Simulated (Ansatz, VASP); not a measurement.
**Two plane-wave programs on Sc**

```
Sc
1.0
    -1.84031    1.84031    1.84031
     1.84031   -1.84031    1.84031
     1.84031    1.84031   -1.84031
Sc
1
Direct
  0.00000 0.00000 0.00000
```

Alike in both runs: task single point; functional PBE; k mesh 8 × 8 × 8; occupations gaussian, width 0.05 eV; no spin polarisation.

|  | VASP | Ansatz |
| --- | --- | --- |
| version | VASP 6.6.1 | Ansatz 0.2.0 |
| potentials or method | VASP PAW PBE potentials, release 64 (Sc_sv), cutoff 520 eV | scalar-relativistic, plane waves, PAW |
| valence electrons in the cell | 11 | 11 |

```csv
,VASP,Ansatz,Ansatz less VASP
gap on the k mesh at the Fermi level (eV),none,none,-
pressure (GPa),-0.3,-0.3,-0.02
```

A gap of «none» marks a metal or a gap that the smearing closes.
